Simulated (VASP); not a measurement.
# RbBr (I4mm) in VASP: further runs

RbBr is run at these levels: LDA; tasks: single point.

All numbers are computed with VASP 6.6.1; they aren't measurements. Logs are shortened: lines on timing, memory, paths and dates and some standing lists are left out, and cuts for length are marked.

**1. The cell of the first run**

Symmetry: I4mm, No. 107, tetragonal system. The conventional cell has a = 4.847 Å, b = 4.847 Å, c = 6.855 Å, α = 90.00°, β = 90.00°, γ = 90.00°. Rb (site symmetry 4mm) has 5 Br at 2.83 to 3.48 Å within 3.7 Å. Br (site symmetry 4mm) has 5 Rb at 2.83 to 3.48 Å within 3.7 Å.

**2. Single point, LDA (atom 1 (Rb) moved by (+0.000, -0.600) A along [1 1 0] and z)**

The input, INCAR:

```
ALGO = Normal
EDIFF = 1E-6
ENCUT = 520
ISIF = 2
ISMEAR = 0
LASPH = T
LCHARG = F
LREAL = F
LWAVE = F
NBANDS = 15
NELM = 60
PREC = Accurate
SIGMA = 0.05
```

The input, KPOINTS:

```
k-points
0
Gamma
  6 6 6
```

The input, POSCAR:

```
RbBr
1.0
    0.0000000000      3.4275000000      3.4275000000
    3.4275000000      0.0000000000      3.4275000000
    3.4275000000      3.4275000000      0.0000000000
Rb Br
1 1
Direct
   -0.0875273523     -0.0875273523      0.0875273523
    0.5000000000      0.5000000000      0.5000000000
```

Potentials or basis: VASP PAW LDA potentials, release 64 (Rb_sv, Br).

Launch:

```bash
$ cat potpaw_LDA.64/Rb_sv/POTCAR potpaw_LDA.64/Br/POTCAR > POTCAR
$ mpirun -np 1 vasp_std > vasp.out
```

OUTCAR:

```text
EDIFF = 1E-6
   ENCUT = 520
   ISIF = 2
   ISMEAR = 0
   LASPH = T
   LREAL = F
   NELM = 60
   PREC = Accurate

 ion  position               nearest neighbor table
   1  0.912  0.912  0.088-   2 2.83   2 3.48   2 3.48   2 3.48   2 3.48   2 4.03
   2  0.500  0.500  0.500-   1 2.83   1 3.48   1 3.48   1 3.48   1 3.48   1 4.03

  LATTYP: Found a face centered cubic cell.
 ALAT       =     6.8550000000

  Lattice vectors:

 A1 = (   0.0000000000,   3.4275000000,   3.4275000000)
 A2 = (   3.4275000000,   0.0000000000,   3.4275000000)
 A3 = (   3.4275000000,   3.4275000000,   0.0000000000)

Analysis of symmetry for initial positions (statically):
=====================================================================
 Subroutine PRICEL returns:
 Original cell was already a primitive cell.

 Routine SETGRP: Setting up the symmetry group for a
 face centered cubic supercell.

 Subroutine GETGRP returns: Found  8 space group operations
 (whereof  8 operations were pure point group operations)
 out of a pool of 48 trial point group operations.

The static configuration has the point symmetry C_4v.

Analysis of symmetry for dynamics (positions and initial velocities):
=====================================================================
 Subroutine PRICEL returns:
 Original cell was already a primitive cell.

 Routine SETGRP: Setting up the symmetry group for a
 face centered cubic supercell.

 Subroutine GETGRP returns: Found  8 space group operations
 (whereof  8 operations were pure point group operations)
 out of a pool of 48 trial point group operations.

The dynamic configuration has the point symmetry C_4v.

 Subroutine INISYM returns: Found  8 space group operations
 (whereof  8 operations are pure point group operations),
 and found     1 'primitive' translations

----------------------------------------------------------------------------------------

                                     Primitive cell

  volume of cell :      80.5309

  direct lattice vectors                    reciprocal lattice vectors
     0.000000000  3.427500000  3.427500000    -0.145878920  0.145878920  0.145878920
     3.427500000  0.000000000  3.427500000     0.145878920 -0.145878920  0.145878920
     3.427500000  3.427500000  0.000000000     0.145878920  0.145878920 -0.145878920

  length of vectors
     4.847216985  4.847216985  4.847216985     0.252669702  0.252669702  0.252669702

  position of ions in fractional coordinates (direct lattice)
     0.912472648  0.912472648  0.087527352
     0.500000000  0.500000000  0.500000000

  ion indices of the primitive-cell ions
   primitive index   ion index
                 1           1
                 2           2

----------------------------------------------------------------------------------------

 KPOINTS: k-points

Automatic generation of k-mesh.
 Grid dimensions read from file:
 generate k-points for:    6    6    6

 Generating k-lattice:

  Cartesian coordinates                     Fractional coordinates (reciprocal lattice)
    -0.024313153  0.024313153  0.024313153     0.166666667  0.000000000  0.000000000
     0.024313153 -0.024313153  0.024313153     0.000000000  0.166666667  0.000000000
     0.024313153  0.024313153 -0.024313153     0.000000000  0.000000000  0.166666667

  Length of vectors
     0.042111617  0.042111617  0.042111617

  Shift w.r.t. Gamma in fractional coordinates (k-lattice)
     0.000000000  0.000000000  0.000000000

 Subroutine IBZKPT returns following result:
 ===========================================

 Found     30 irreducible k-points:

 Following reciprocal coordinates:
            Coordinates               Weight
  0.000000  0.000000  0.000000      1.000000
  0.166667  0.000000  0.000000      8.000000
  0.333333  0.000000  0.000000      8.000000
  0.500000  0.000000  0.000000      4.000000
  0.166667  0.166667  0.000000      2.000000
  0.000000  0.166667  0.166667      4.000000
[... 16 lines left out ...]
  0.500000  0.333333  0.166667      8.000000
  0.166667  0.500000  0.333333      8.000000
 [... further k-points ...]
   k-points           NKPTS =     30   k-points in BZ     NKDIM =     30   number of bands    NBANDS=     15
   number of dos      NEDOS =    301   number of ions     NIONS =      2
   total plane-waves  NPLWV =  46656
   dimension x,y,z NGX =    36 NGY =   36 NGZ =   36
   dimension x,y,z NGXF=    72 NGYF=   72 NGZF=   72
   ions per type =               1   1
   NGX,Y,Z   is equivalent  to a cutoff of  12.35, 12.35, 12.35 a.u.
   NGXF,Y,Z  is equivalent  to a cutoff of  24.69, 24.69, 24.69 a.u.
 SYSTEM =  unknown system
   PREC   = accura    normal or accurate (medium, high low for compatibility)
   ISTART =      0    job   : 0-new  1-cont  2-samecut
   ICHARG =      2    charge: 1-file 2-atom 10-const
   ISPIN  =      1    spin polarized calculation?
   LNONCOLLINEAR =      F non collinear calculations
   LSORBIT =      F    spin-orbit coupling
   LASPH  =      T    aspherical Exc in radial PAW
   ENCUT  =  520.0 eV  38.22 Ry    6.18 a.u.   9.01  9.01  9.01*2*pi/ulx,y,z
   NELM   =     60;   NELMIN=  2; NELMDL= -5     # of ELM steps
   EDIFF  = 0.1E-05   stopping-criterion for ELM
   LREAL  =      F    real-space projection
   EDIFFG = 0.1E-04   stopping-criterion for IOM
   NSW    =      0    number of steps for IOM
   IBRION =     -1    ionic relax: 0-MD 1-quasi-New 2-CG
   NFREE  =      0    steps in history (QN), initial steepest desc. (CG)
   ISIF   =      2    stress and relaxation
   ISYM   =      2    0-nonsym 1-usesym 2-fastsym
   POTIM  = 0.5000    time-step for ionic-motion
   TEBEG  =    0.0;   TEEND  =   0.0 temperature during run
   PSTRESS=    0.0 pullay stress
   NELECT =      16.0000    total number of electrons
   NUPDOWN=      -1.0000    fix difference up-down
   EMIN   =  10.00;   EMAX   =-10.00  energy-range for DOS
   EFERMI =   0.00;   METHOD = LEGACY
   ISMEAR =     0;   SIGMA  =   0.05  broadening in eV -4-tet -1-fermi 0-gaus
   EFERMI_NEDOS =   21; number of points for ismear=-14 and -15
   IALGO  =     38    algorithm
   IMIX   =      4    mixing-type and parameters
     AMIX     =   0.40;   BMIX     =  1.00
     AMIX_MAG =   1.60;   BMIX_MAG =  1.00
  volume/ion in A,a.u.               =      40.27       271.72
  Fermi-wavevector in a.u.,A,eV,Ry     =   0.955273  1.805204 12.415941  0.912546
  Thomas-Fermi vector in A             =   2.084095
   LORBIT       =      0    0 simple, 1 ext, 2 COOP (PROOUT), +10 PAW based schemes
   GGA     = CA    functional components
   LHFCALC =     F    Hartree Fock is set to
   AEXX    =    0.0000 exact exchange contribution
   IVDW    =     0    specifies the selected vdW correction
   LEPSILON=     F    determine dielectric tensor
   LRPA    =     F    only Hartree local field effects (RPA)
 non-spin polarized calculation
 Gauss-broadening in eV      SIGMA  =   0.05
  energy-cutoff  :      520.00
  volume of cell :       80.53
 maximum number of plane-waves:      2200
   NGX = 17   NGY = 17   NGZ = 17

 number of electron      15.9999999 magnetization

 Free energy of the ion-electron system (eV)
  ---------------------------------------------------
  ext. energy  EPLUGINS =         0.00000000
  ---------------------------------------------------
  free energy    TOTEN  =        -6.38933347 eV

  energy without entropy =       -6.38933347  energy(sigma->0) =       -6.38933347

 E-fermi :  -1.7686     XC(G=0):  -7.6908

 val. band max:       -1.9756694418   @ k =   0.0000   0.0000   0.0000
 cond. band min:       1.9816825213   @ k =   0.0000   0.0000   0.0000
 fundamental gap:      3.9573519631
 Fermi energy:        -1.7686173749

 k-point     1 :       0.0000    0.0000    0.0000
  band No.  band energies     occupation
      1     -26.1679      2.00000
      2     -14.2747      2.00000
      3     -10.3708      2.00000
      4     -10.3042      2.00000
      5     -10.3042      2.00000
      6      -2.1144      2.00000
      7      -2.1144      2.00000
      8      -1.9757      2.00000
      9       1.9817      0.00000
     10       5.2408      0.00000
     11       5.4133      0.00000
     12       5.4133      0.00000
     13       6.1040      0.00000
     14       6.6826      0.00000
     15       8.1867      0.00000

 k-point     2 :       0.1667    0.0000    0.0000
  band No.  band energies     occupation
      1     -26.1650      2.00000
      2     -14.2906      2.00000
      3     -10.3896      2.00000
      4     -10.3095      2.00000
      5     -10.2770      2.00000
      6      -2.3788      2.00000
      7      -2.1723      2.00000
      8      -2.0504      2.00000
      9       2.6126      0.00000
     10       4.9797      0.00000
     11       5.4732      0.00000
     12       5.5322      0.00000
     13       6.7287      0.00000
     14       7.2504      0.00000
     15       9.2241      0.00000

 k-point     3 :       0.3333    0.0000    0.0000
  band No.  band energies     occupation
      1     -26.1592      2.00000
      2     -14.3221      2.00000
      3     -10.4042      2.00000
      4     -10.3199      2.00000
      5     -10.2471      2.00000
      6      -2.8133      2.00000
      7      -2.2859      2.00000
      8      -2.1632      2.00000
      9       3.8033      0.00000
     10       5.0016      0.00000
     11       6.0780      0.00000
     12       6.1482      0.00000
     13       7.8217      0.00000
     14       8.3288      0.00000
     15       9.0923      0.00000
[... 343 lines left out ...]
 k-point    23 :       0.5000    0.3333    0.1667
  band No.  band energies     occupation
      1     -26.1551      2.00000
      2     -14.3223      2.00000
      3     -10.4143      2.00000
      4     -10.4010      2.00000
      5     -10.2707      2.00000
      6      -2.6202      2.00000
      7      -2.2500      2.00000
      8      -2.2307      2.00000
      9       4.3088      0.00000
     10       4.3364      0.00000
     11       6.3491      0.00000
     12       7.0544      0.00000
     13       7.4666      0.00000
     14       8.0373      0.00000
     15       9.1516      0.00000

 k-point    24 :       0.1667    0.5000    0.3333
  band No.  band energies     occupation
      1     -26.1560      2.00000
      2     -14.2978      2.00000
      3     -10.4279      2.00000
      4     -10.3898      2.00000
      5     -10.2910      2.00000
      6      -2.6841      2.00000
      7      -2.3552      2.00000
      8      -2.2118      2.00000
      9       4.5539      0.00000
     10       4.6377      0.00000
     11       6.3556      0.00000
     12       6.9126      0.00000
     13       7.2627      0.00000
     14       8.2521      0.00000
     15       8.7286      0.00000

 [... further k-points ...]

------------------------ aborting loop because EDIFF is reached ----------------------------------------

  FORCE on cell =-STRESS in cart. coord.  units (eV):
  Direction    XX          YY          ZZ          XY          YZ          ZX
  --------------------------------------------------------------------------------------
  -------------------------------------------------------------------------------------
  Total       -0.7474793     -0.7474793      3.1233620      0.0000000      0.0000000      0.0000000
  in kB      -14.8712461    -14.8712461     62.1398951      0.0000000      0.0000000      0.0000000
  external PRESSURE =      10.7991343 kB  Pullay stress =       0.0000000 kB

 VOLUME and BASIS-vectors are now :
 -----------------------------------------------------------------------------
  energy-cutoff  :      520.00
  volume of cell :       80.53
      direct lattice vectors                 reciprocal lattice vectors
     0.000000000  3.427500000  3.427500000    -0.145878920  0.145878920  0.145878920
     3.427500000  0.000000000  3.427500000     0.145878920 -0.145878920  0.145878920
     3.427500000  3.427500000  0.000000000     0.145878920  0.145878920 -0.145878920

 POSITION                                       TOTAL-FORCE (eV/Angst)
 -----------------------------------------------------------------------------------
      3.42750      3.42750      6.25500         0.000000      0.000000      1.467247
      3.42750      3.42750      3.42750         0.000000      0.000000     -1.467247
 -----------------------------------------------------------------------------------
    total drift:                               -0.000000     -0.000000      0.000512

  FREE ENERGIE OF THE ION-ELECTRON SYSTEM (eV)
  ---------------------------------------------------
  free  energy   TOTEN  =        -6.3893334697 eV

  energy  without entropy=       -6.3893334697  energy(sigma->0) =       -6.38933347
```

It took 25 s on 1 thread of Intel Xeon Platinum 8259CL at 2.50GHz (Skylake/Cascade Lake), shared host; peak memory 0.18 GiB.

What came out:

```yaml
Free_energy: -6.3893 eV
Pressure: 1.1 GPa
Largest_force: 1.467 eV/Å
Band_gap_on_the_k_mesh: 3.96 eV
```

Forces in eV/Å, atoms in the order of the input:
```
Rb   0.000  0.000  1.467
Br   0.000  0.000 -1.467
```

Levels at points of the mesh, in eV from the valence-band top:
```
           k point  band 6  band 7  band 8  band 9  band 10  band 11
(0.00, 0.00, 0.00)   -0.14   -0.14    0.00    3.96     7.22     7.39
(0.50, 0.00, 0.00)   -1.02   -0.37   -0.24    6.27     7.41     8.69
(0.50, 0.50, 0.00)   -0.31   -0.17   -0.17    5.34     6.83     7.26
(0.00, 0.50, 0.50)   -0.50   -0.39   -0.06    5.78     6.63     8.88
```

Caveat: the cell differs from its parent crystal (atom 1 (Rb) moved by (+0.000, -0.600) A along [1 1 0] and z); forces of over 1 eV/Å act on the atoms, so gaps and moduli don't describe the material at rest.

**3. Single point, LDA (atom 1 (Rb) moved by (+0.000, -0.300) A along [1 1 0] and z)**

The input, INCAR:

```
PREC = Accurate ; ENCUT = 520
EDIFF = 1E-6 ; ISMEAR = 0
SIGMA = 0.05 ; LREAL = F
LASPH = T ; NELM = 60
ALGO = Normal ; ISIF = 2
LWAVE = F ; LCHARG = F
GGA = CA ; NBANDS = 15
```

The input, KPOINTS:

```
regular mesh
0
Gamma
  6 6 6
```

POSCAR, as its differences from that of step 2:

```diff
@@ -8,3 +8,3 @@
 Direct
-   -0.0875273523     -0.0875273523      0.0875273523
+   -0.0437636761     -0.0437636761      0.0437636761
     0.5000000000      0.5000000000      0.5000000000
```

Potentials or basis: VASP PAW LDA potentials, release 64 (Rb_sv, Br).

Launch:

```bash
$ cat potpaw_LDA.64/Rb_sv/POTCAR potpaw_LDA.64/Br/POTCAR > POTCAR
$ mpirun -np 1 vasp_std > vasp.out
```

Run time: 26 s. Hardware: 1 thread of Intel Xeon Platinum 8259CL at 2.50GHz (Skylake/Cascade Lake), shared host; peak memory 0.18 GiB.

The run converged. Its results:

* Free energy: -6.6416 eV
* Pressure: -0.7 GPa
* Largest force: 0.399 eV/Å
* Band gap on the k mesh: 3.98 eV

Forces in eV/Å, atoms in the order of the input:
```
Rb   0.000  0.000  0.399
Br   0.000  0.000 -0.399
```

Stress tensor (GPa, compression positive):
```
-1.28  0.00  0.00
 0.00 -1.28  0.00
 0.00  0.00  0.38
```

Levels at points of the mesh, in eV from the valence-band top:
```csv
k point,band 5,band 6,band 7,band 8,band 9,band 10,band 11,band 12
"(0.00, 0.00, 0.00)",-8.38,-0.02,-0.02,0.00,3.98,7.09,7.13,7.13
"(0.50, 0.00, 0.00)",-8.33,-1.03,-0.35,-0.33,6.43,7.41,9.04,9.18
"(0.50, 0.50, 0.00)",-8.46,-0.44,-0.15,-0.15,5.32,6.84,8.04,9.14
"(0.00, 0.50, 0.50)",-8.45,-0.49,-0.21,-0.13,5.44,6.76,8.86,9.09
```

Caveat: the cell differs from its parent crystal (atom 1 (Rb) moved by (+0.000, -0.300) A along [1 1 0] and z).
